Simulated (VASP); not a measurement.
# Zn (P6_3/mmc) in VASP: vibrations by perturbation theory with LDA

Aim: the vibrations by perturbation theory of Zn with LDA.

Everything below comes from runs of VASP 6.6.1. Logs are shortened: lines on timing, memory, paths and dates and some standing lists are left out, and cuts for length are marked.

**1. The cell of the first run**

The structure is hexagonal, space group P6_3/mmc (No. 194). Conventional cell: a = 2.549 Å, b = 2.549 Å, c = 4.866 Å, α = 90.00°, β = 90.00°, γ = 120.00°. Within 3.4 Å of Zn (site symmetry -6m2) lie 12 Zn at 2.55 to 2.84 Å.

**2. Vibrations by perturbation theory, LDA**

The input, INCAR:

```
SYSTEM = Zn
PREC = Accurate
ENCUT = 520
EDIFF = 1E-8
ISMEAR = -1
SIGMA = 0.15
LREAL = .FALSE.
LASPH = .TRUE.
NELM = 80
ALGO = Normal
ISIF = 2
LWAVE = .FALSE.
LCHARG = .FALSE.
NBANDS = 19
IBRION = 8
NSW = 1
```

The input, KPOINTS:

```
Automatic mesh
0
G
  15 15 8
  0 0 0
```

The input, POSCAR:

```
Zn
1.0
    2.5491703528      0.0000000000      0.0000000000
   -1.2745851764      2.2076462841      0.0000000000
    0.0000000000      0.0000000000      4.8662009079
Zn
2
Direct
    0.3333333333      0.6666666667      0.2500000000
    0.6666666667      0.3333333333      0.7500000000
```

Potentials or basis: VASP PAW LDA potentials, release 64 (Zn).

Run with:

```bash
$ cat potpaw_LDA.64/Zn/POTCAR > POTCAR
$ mpirun -np 1 vasp_std > vasp.out
```

OUTCAR:

```text
SYSTEM = Zn
   PREC = Accurate
   ENCUT = 520
   EDIFF = 1E-8
   ISMEAR = -1
   LREAL = .FALSE.
   LASPH = .TRUE.
   NELM = 80
   ISIF = 2
   IBRION = 8
   NSW = 1

 ion  position               nearest neighbor table
   1  0.333  0.667  0.250-   2 2.84   2 2.84   2 2.84   2 2.84   2 2.84   2 2.84
   2  0.667  0.333  0.750-   1 2.84   1 2.84   1 2.84   1 2.84   1 2.84   1 2.84

  LATTYP: Found a hexagonal cell.
 ALAT       =     2.5491703528
 C/A-ratio  =     1.9089351571

  Lattice vectors:

 A1 = (   2.5491703528,   0.0000000000,   0.0000000000)
 A2 = (  -1.2745851764,   2.2076462841,   0.0000000000)
 A3 = (   0.0000000000,   0.0000000000,   4.8662009079)

Analysis of symmetry for initial positions (statically):
=====================================================================
 Subroutine PRICEL returns:
 Original cell was already a primitive cell.

 Routine SETGRP: Setting up the symmetry group for a
 hexagonal supercell.

 Subroutine GETGRP returns: Found 24 space group operations
 (whereof 12 operations were pure point group operations)
 out of a pool of 24 trial point group operations.

The static configuration has the point symmetry D_3d.
 The point group associated with its full space group is D_6h.

Analysis of symmetry for dynamics (positions and initial velocities):
=====================================================================
 Subroutine PRICEL returns:
 Original cell was already a primitive cell.

 Routine SETGRP: Setting up the symmetry group for a
 hexagonal supercell.

 Subroutine GETGRP returns: Found 24 space group operations
 (whereof 12 operations were pure point group operations)
 out of a pool of 24 trial point group operations.

The dynamic configuration has the point symmetry D_3d.
 The point group associated with its full space group is D_6h.

 Subroutine INISYM returns: Found 24 space group operations
 (whereof 12 operations are pure point group operations),
 and found     1 'primitive' translations
[... 694 lines left out ...]
  energy-cutoff  :      520.00
  volume of cell :       27.39
      direct lattice vectors                 reciprocal lattice vectors
     2.549170353  0.000000000  0.000000000     0.392284493  0.226485558  0.000000000
    -1.274585176  2.207646284  0.000000000     0.000000000  0.452971116  0.000000000
     0.000000000  0.000000000  4.866200908     0.000000000  0.000000000  0.205499119

 POSITION                                       TOTAL-FORCE (eV/Angst)
 -----------------------------------------------------------------------------------
     -0.00000      1.47176      1.21655        -0.000000      0.000000      0.000000
      1.27459      0.73588      3.64965         0.000000     -0.000000      0.000000
 -----------------------------------------------------------------------------------
    total drift:                               -0.000000      0.000000      0.000000

  FREE ENERGIE OF THE ION-ELECTRON SYSTEM (eV)
  ---------------------------------------------------
  free  energy   TOTEN  =        -3.7687375882 eV

  energy  without entropy=       -3.7448156560  energy(sigma->0) =       -3.75677662

[... ionic steps 2 to 3 ...]

--------------------------------------- Ionic step        4  -------------------------------------------

------------------------ aborting loop because EDIFF is reached ----------------------------------------

[... ionic steps 5 to 5 ...]

--------------------------------------- Ionic step        6  -------------------------------------------

 Free energy of the ion-electron system (eV)
  ---------------------------------------------------
  ---------------------------------------------------
  free energy    TOTEN  =        -0.22401422 eV

  energy without entropy =       -0.22401422

------------------------ aborting loop because EDIFF is reached ----------------------------------------

 INTERNAL STRAIN TENSOR  FOR ION    1  DIRECTION 3   (eV/Angst):
 -----------------------------------------------------------------------------
     0.00030  0.00000  0.00000
     0.00000  0.00030 -0.00000
     0.00000  0.00000  0.00526

 INTERNAL STRAIN TENSOR FOR ION    2 for displacements in x,y,z  (eV/Angst):
          X           Y           Z          XY          YZ          ZX
  --------------------------------------------------------------------------------
  x     0.00000     0.00000     0.00000    -0.13795     0.00000     0.00000
  y    -0.13795     0.13795     0.00000     0.00000     0.00000     0.00000
  z    -0.00000     0.00000    -0.00000     0.00000    -0.00000     0.00000

 SECOND DERIVATIVES (NOT SYMMETRIZED)
 ------------------------------------
               1X          1Y          1Z          2X          2Y          2Z
  1X    -0.581996    0.000000    0.000000    0.581996    0.000000    0.000000
  1Y     0.000000   -0.581996    0.000000    0.000000    0.581996    0.000000
  1Z     0.000000   -0.000000   -2.648618    0.000000    0.000000    2.648618
  2X     0.581996    0.000000    0.000000   -0.581996    0.000000    0.000000
  2Y     0.000000    0.581996    0.000000    0.000000   -0.581996    0.000000
  2Z     0.000000    0.000000    2.648618    0.000000   -0.000000   -2.648618

 Eigenvectors and eigenvalues of the dynamical matrix
 ----------------------------------------------------

   1 f  =    4.449587 THz    27.957582 2PiTHz  148.422256 cm-1    18.402006 meV
             X         Y         Z           dx          dy          dz
     -0.000000  1.471764  1.216550     0.000000    0.000000    0.707107
      1.274585  0.735882  3.649651     0.000000    0.000000   -0.707107
[... 16 lines left out ...]
   5 f  =    0.000000 THz     0.000000 2PiTHz    0.000000 cm-1     0.000000 meV
             X         Y         Z           dx          dy          dz
     -0.000000  1.471764  1.216550     0.000000    0.000000    0.707107
      1.274585  0.735882  3.649651     0.000000    0.000000    0.707107

   6 f/i=    0.000000 THz     0.000000 2PiTHz    0.000002 cm-1     0.000000 meV
             X         Y         Z           dx          dy          dz
     -0.000000  1.471764  1.216550    -0.704420   -0.061584    0.000000
      1.274585  0.735882  3.649651    -0.704420   -0.061584    0.000000

--------------------------------------------------------------------------------------------------------

 ELASTIC MODULI CONTR FROM IONIC RELAXATION (kBar)
 Direction    XX          YY          ZZ          XY          YZ          ZX
 --------------------------------------------------------------------------------
 XX          -1.9130      1.9130      0.0000      0.0000     -0.0000      0.0000
 YY           1.9130     -1.9130     -0.0000      0.0000      0.0000      0.0000
 ZZ           0.0000     -0.0000     -0.0000      0.0000     -0.0000      0.0000
 XY           0.0000      0.0000      0.0000     -1.9130      0.0000      0.0000
 YZ          -0.0000      0.0000     -0.0000      0.0000     -0.0000      0.0000
 ZX           0.0000      0.0000      0.0000      0.0000      0.0000      0.0000
 --------------------------------------------------------------------------------
```

stdout:

```text
POSCAR found type information on POSCAR Zn
 POSCAR found :  1 types and       2 ions
 scaLAPACK will be used
 LDA part: xc-table for (Slater(with rela. corr.)+CA(PZ))
 , standard interpolation
 POSCAR, INCAR and KPOINTS ok, starting setup
 FFT: planning ... GRIDC
 FFT: planning ... GRID_SOFT
 FFT: planning ... GRID
 WAVECAR not read
 entering main loop
 Linear response reoptimize wavefunctions to high precision
 Linear response DOF=           2
 Linear response progress:
 first order change of Fermi-energy  -0.15408E-04
 force on displaced ion       1 direction 1 :  -0.582   0.000   0.000
 Linear response progress:
 first order change of Fermi-energy  -0.26843E-05
 force on displaced ion       1 direction 3 :  -0.000   0.000  -2.649
 Linear response finished
```

Wall time 3 min (1 thread of Intel Xeon 6975P-C (Granite Rapids), shared host); peak memory 0.58 GiB.

Results:

```
Highest phonon frequency at Γ : 148 cm⁻¹
```

Phonon frequencies in cm⁻¹ (negative: imaginary):
| q point | frequencies |
| --- | --- |
| (0.000, 0.000, 0.000) | 0 0 0 70 70 148 |
